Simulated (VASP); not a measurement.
# C in VASP: single point with PBE+D3(BJ)

Aim: the single point of C with PBE+D3(BJ).

All numbers are computed with VASP 6.6.1; they aren't measurements. Logs are shortened: lines on timing, memory, paths and dates and some standing lists are left out, and cuts for length are marked.

## 1. The cell of the first run

The cell holds a slab with vacuum, 4 atoms: a = 2.466 Å, b = 2.466 Å, c = 17.500 Å, α = 90.00°, β = 90.00°, γ = 120.00°.

## 2. Single point, PBE+D3(BJ)

INCAR reads:

```
SYSTEM = C
  ALGO = Normal
  DIPOL = 0.5 0.5 0.356
  EDIFF = 1E-6
  ENCUT = 520
  GGA = PE
  IDIPOL = 3
  ISIF = 2
  ISMEAR = 0
  IVDW = 12
  LASPH = .True.
  LCHARG = .False.
  LDIPOL = .True.
  LREAL = .False.
  LWAVE = .False.
  NBANDS = 16
  NELM = 80
  PREC = Accurate
  SIGMA = 0.1
```

KPOINTS reads:

```
k-points
0
Gamma
  15 15 1
  0 0 0
```

POSCAR reads:

```
C
1.0
    2.4656524409      0.0000000000      0.0000000000
   -1.2328262205      2.1353176508      0.0000000000
    0.0000000000      0.0000000000     17.5000663883
C
4
Direct
    0.6666666667      0.3333333333      0.2571383314
    0.3333333333      0.6666666667      0.2571418816
    0.6666666667      0.6666666667      0.4545953873
    1.0000000000      0.3333333333      0.4545955538
```

Potentials or basis: VASP PAW PBE potentials, release 64 (C).

On the command line:

```
> cat potpaw_PBE.64/C/POTCAR > POTCAR
> mpirun -np 1 vasp_std > vasp.out
```

OUTCAR:

```text
SYSTEM = C
   EDIFF = 1E-6
   ENCUT = 520
   GGA = PE
   ISIF = 2
   ISMEAR = 0
   IVDW = 12
   LASPH = .True.
   LREAL = .False.
   NELM = 80
   PREC = Accurate
 IVDW          = 12

 ion  position               nearest neighbor table
   1  0.667  0.333  0.257-   2 1.42   2 1.42   2 1.42
   2  0.333  0.667  0.257-   1 1.42   1 1.42   1 1.42
   3  0.667  0.667  0.455-   4 1.42   4 1.42   4 1.42
   4  0.000  0.333  0.455-   3 1.42   3 1.42   3 1.42

  LATTYP: Found a hexagonal cell.
 ALAT       =     2.4656524409
 C/A-ratio  =     7.0975398227

  Lattice vectors:

 A1 = (   2.4656524409,   0.0000000000,   0.0000000000)
 A2 = (  -1.2328262205,   2.1353176508,   0.0000000000)
 A3 = (   0.0000000000,   0.0000000000,  17.5000663883)

Analysis of symmetry for initial positions (statically):
=====================================================================
 Subroutine PRICEL returns:
 Original cell was already a primitive cell.

 Routine SETGRP: Setting up the symmetry group for a
 hexagonal supercell.

 Subroutine GETGRP returns: Found  4 space group operations
 (whereof  2 operations were pure point group operations)
 out of a pool of 24 trial point group operations.

The static configuration has the point symmetry C_1h.
 The point group associated with its full space group is C_2h.

Analysis of symmetry for dynamics (positions and initial velocities):
=====================================================================
 Subroutine PRICEL returns:
 Original cell was already a primitive cell.

 Routine SETGRP: Setting up the symmetry group for a
 hexagonal supercell.

 Subroutine GETGRP returns: Found  4 space group operations
 (whereof  2 operations were pure point group operations)
 out of a pool of 24 trial point group operations.

The dynamic configuration has the point symmetry C_1h.
 The point group associated with its full space group is C_2h.

 Subroutine INISYM returns: Found  4 space group operations
 (whereof  2 operations are pure point group operations),
 and found     1 'primitive' translations

----------------------------------------------------------------------------------------

                                     Primitive cell

  volume of cell :      92.1370

  direct lattice vectors                    reciprocal lattice vectors
     2.465652441  0.000000000  0.000000000     0.405572166  0.234157199  0.000000000
    -1.232826221  2.135317651  0.000000000     0.000000000  0.468314398  0.000000000
     0.000000000  0.000000000 17.500066388     0.000000000  0.000000000  0.057142640

  length of vectors
     2.465652441  2.465652441 17.500066388     0.468314398  0.468314398  0.057142640

  position of ions in fractional coordinates (direct lattice)
     0.666666667  0.333333333  0.257138331
     0.333333333  0.666666667  0.257141882
     0.666666667  0.666666667  0.454595387
     0.000000000  0.333333333  0.454595554

  ion indices of the primitive-cell ions
   primitive index   ion index
                 1           1
                 2           2
                 3           3
                 4           4

----------------------------------------------------------------------------------------

 KPOINTS: k-points

Automatic generation of k-mesh.
 Grid dimensions read from file:
 generate k-points for:   15   15    1

 Generating k-lattice:

  Cartesian coordinates                     Fractional coordinates (reciprocal lattice)
     0.027038144  0.015610480  0.000000000     0.066666667  0.000000000  0.000000000
     0.000000000  0.031220960  0.000000000     0.000000000  0.066666667  0.000000000
     0.000000000  0.000000000  0.057142640     0.000000000  0.000000000  1.000000000

  Length of vectors
     0.031220960  0.031220960  0.057142640

  Shift w.r.t. Gamma in fractional coordinates (k-lattice)
     0.000000000  0.000000000  0.000000000

 Subroutine IBZKPT returns following result:
 ===========================================

 Found     64 irreducible k-points:

 Following reciprocal coordinates:
            Coordinates               Weight
  0.000000  0.000000  0.000000      1.000000
  0.066667  0.000000  0.000000      4.000000
  0.000000  0.066667  0.000000      2.000000
  0.133333 -0.000000  0.000000      4.000000
  0.000000  0.133333  0.000000      2.000000
  0.200000  0.000000  0.000000      4.000000
[... 16 lines left out ...]
 -0.266667  0.200000  0.000000      4.000000
  0.266667  0.066667  0.000000      4.000000
 [... further k-points ...]
   k-points           NKPTS =     64   k-points in BZ     NKDIM =     64   number of bands    NBANDS=     16
   number of dos      NEDOS =    301   number of ions     NIONS =      4
   total plane-waves  NPLWV =  45360
   dimension x,y,z NGX =    18 NGY =   18 NGZ =  140
   dimension x,y,z NGXF=    36 NGYF=   36 NGZF=  280
   ions per type =               4
   NGX,Y,Z   is equivalent  to a cutoff of  12.14, 12.14, 13.30 a.u.
   NGXF,Y,Z  is equivalent  to a cutoff of  24.27, 24.27, 26.60 a.u.
 SYSTEM =  C
   PREC   = accura    normal or accurate (medium, high low for compatibility)
   ISTART =      0    job   : 0-new  1-cont  2-samecut
   ICHARG =      2    charge: 1-file 2-atom 10-const
   ISPIN  =      1    spin polarized calculation?
   LNONCOLLINEAR =      F non collinear calculations
   LSORBIT =      F    spin-orbit coupling
   LASPH  =      T    aspherical Exc in radial PAW
   ENCUT  =  520.0 eV  38.22 Ry    6.18 a.u.   4.58  4.58 32.54*2*pi/ulx,y,z
   NELM   =     80;   NELMIN=  2; NELMDL= -5     # of ELM steps
   EDIFF  = 0.1E-05   stopping-criterion for ELM
   LREAL  =      F    real-space projection
   EDIFFG = 0.1E-04   stopping-criterion for IOM
   NSW    =      0    number of steps for IOM
   IBRION =     -1    ionic relax: 0-MD 1-quasi-New 2-CG
   NFREE  =      0    steps in history (QN), initial steepest desc. (CG)
   ISIF   =      2    stress and relaxation
   ISYM   =      2    0-nonsym 1-usesym 2-fastsym
   POTIM  = 0.5000    time-step for ionic-motion
   TEBEG  =    0.0;   TEEND  =   0.0 temperature during run
   PSTRESS=    0.0 pullay stress
   NELECT =      16.0000    total number of electrons
   NUPDOWN=      -1.0000    fix difference up-down
   EMIN   =  10.00;   EMAX   =-10.00  energy-range for DOS
   EFERMI =   0.00;   METHOD = LEGACY
   ISMEAR =     0;   SIGMA  =   0.10  broadening in eV -4-tet -1-fermi 0-gaus
   EFERMI_NEDOS =   21; number of points for ismear=-14 and -15
   IALGO  =     38    algorithm
   IMIX   =      4    mixing-type and parameters
     AMIX     =   0.40;   BMIX     =  1.00
     AMIX_MAG =   1.60;   BMIX_MAG =  1.00
  volume/ion in A,a.u.               =      23.03       155.44
  Fermi-wavevector in a.u.,A,eV,Ry     =   0.913349  1.725980 11.350070  0.834207
  Thomas-Fermi vector in A             =   2.037850
   LORBIT       =      0    0 simple, 1 ext, 2 COOP (PROOUT), +10 PAW based schemes
   GGA     = PE    functional components
   LHFCALC =     F    Hartree Fock is set to
   AEXX    =    0.0000 exact exchange contribution
   IVDW    =    12    specifies the selected vdW correction
   LEPSILON=     F    determine dielectric tensor
   LRPA    =     F    only Hartree local field effects (RPA)
 non-spin polarized calculation
 Gauss-broadening in eV      SIGMA  =   0.10
  energy-cutoff  :      520.00
  volume of cell :       92.14
 maximum number of plane-waves:      2516
   NGX =  9   NGY =  9   NGZ = 65

 dipolmoment           0.000000      0.000000      0.000131 electrons x Angstroem

 number of electron      15.9999996 magnetization

 dipolmoment           0.000000      0.000000     -0.000243 electrons x Angstroem

 Free energy of the ion-electron system (eV)
  ---------------------------------------------------
  ext. energy  EPLUGINS =         0.00000000
  ---------------------------------------------------
  free energy    TOTEN  =       -36.87763960 eV

  energy without entropy =      -36.87756736  energy(sigma->0) =      -36.87760348

 E-fermi :  -0.8331     XC(G=0):  -4.4508

 val. band max:       -0.9954980388   @ k =   0.3333   0.3333   0.0000
 cond. band min:      -0.6707650826   @ k =   0.3333   0.3333   0.0000
 fundamental gap:      0.3247329562
 Fermi energy:        -0.8330891395

 k-point     1 :       0.0000    0.0000    0.0000
  band No.  band energies     occupation
      1     -20.4072      2.00000
      2     -20.2875      2.00000
      3      -8.8558      2.00000
      4      -8.0161      2.00000
      5      -3.8680      2.00000
      6      -3.8676      2.00000
[... 8 lines left out ...]
     15       7.4789      0.00000
     16       7.4991      0.00000

 k-point     2 :       0.0667    0.0000    0.0000
  band No.  band energies     occupation
      1     -20.3017      2.00000
      2     -20.1828      2.00000
      3      -8.7288      2.00000
      4      -7.8926      2.00000
      5      -4.2938      2.00000
      6      -4.2828      2.00000
[... 8 lines left out ...]
     15       7.5528      0.00000
     16       7.9354      0.00000

 k-point     3 :       0.0000    0.0667    0.0000
  band No.  band energies     occupation
      1     -20.3017      2.00000
      2     -20.1828      2.00000
      3      -8.7289      2.00000
      4      -7.8925      2.00000
      5      -4.2940      2.00000
      6      -4.2830      2.00000
[... 8 lines left out ...]
     15       7.5446      0.00000
     16       7.9302      0.00000
[... 362 lines left out ...]
 k-point    23 :      -0.2667    0.2000    0.0000
  band No.  band energies     occupation
      1     -19.0461      2.00000
      2     -18.9365      2.00000
      3      -7.8599      2.00000
      4      -7.8220      2.00000
      5      -7.2313      2.00000
      6      -6.4433      2.00000
[... 8 lines left out ...]
     15       7.5303      0.00000
     16       7.7668      0.00000

 k-point    24 :       0.2667    0.0667    0.0000
  band No.  band energies     occupation
      1     -18.2208      2.00000
      2     -18.1172      2.00000
      3      -9.5804      2.00000
      4      -9.5347      2.00000
      5      -6.6771      2.00000
      6      -6.6606      2.00000
[... 8 lines left out ...]
     15       7.5005      0.00000
     16       8.4939      0.00000

 [... further k-points ...]

------------------------ aborting loop because EDIFF is reached ----------------------------------------

 vacuum level on the upper side and lower side of the slab       (xc-potential included)        -0.164        -0.157

 Edisp (eV)   -0.46988

 E8    (eV) :    -0.1400

  FORCE on cell =-STRESS in cart. coord.  units (eV):
  Direction    XX          YY          ZZ          XY          YZ          ZX
  --------------------------------------------------------------------------------------
  -------------------------------------------------------------------------------------
  Total       0.13181     0.09938    -0.02287    -0.00000     0.00000     0.04937
  in kB       2.29207     1.72806    -0.39761    -0.00000     0.00000     0.85857
  external pressure =        1.21 kB  Pullay stress =        0.00 kB

 VOLUME and BASIS-vectors are now :
 -----------------------------------------------------------------------------
  energy-cutoff  :      520.00
  volume of cell :       92.14
      direct lattice vectors                 reciprocal lattice vectors
     2.465652441  0.000000000  0.000000000     0.405572166  0.234157199  0.000000000
    -1.232826221  2.135317651  0.000000000     0.000000000  0.468314398  0.000000000
     0.000000000  0.000000000 17.500066388     0.000000000  0.000000000  0.057142640

 POSITION                                       TOTAL-FORCE (eV/Angst)
 -----------------------------------------------------------------------------------
      1.23283      0.71177      4.49994        -0.007124      0.001286     -0.000253
     -0.00000      1.42355      4.50000        -0.007124     -0.001286     -0.000253
      0.82188      1.42355      7.95545         0.007124     -0.001286      0.000253
     -0.41094      0.71177      7.95545         0.007124      0.001286      0.000253
 -----------------------------------------------------------------------------------
    total drift:                                0.000002     -0.000005     -0.055434

  FREE ENERGIE OF THE ION-ELECTRON SYSTEM (eV)
  ---------------------------------------------------
  free  energy   TOTEN  =       -37.3475152030 eV

  energy  without entropy=      -37.3474429681  energy(sigma->0) =      -37.34747909

 vacuum level on the upper side and lower side of the slab         3.366         3.374
```

It took 71 s on 1 thread of Intel Xeon Platinum 8559C (Emerald Rapids), shared host; peak memory 0.23 GiB.

What came out:

| Quantity | Value |
| --- | --- |
| Free energy | -37.3475 eV |
| Largest force | 0.007 eV/Å |
| Band gap on the k mesh | 0.32 eV, direct |
| Dispersion energy per atom | -0.117 eV |

Forces in eV/Å, atoms in the order of the input:
```
C   -0.007  0.001  0.000
C   -0.007 -0.001  0.000
C    0.007 -0.001  0.000
C    0.007  0.001  0.000
```
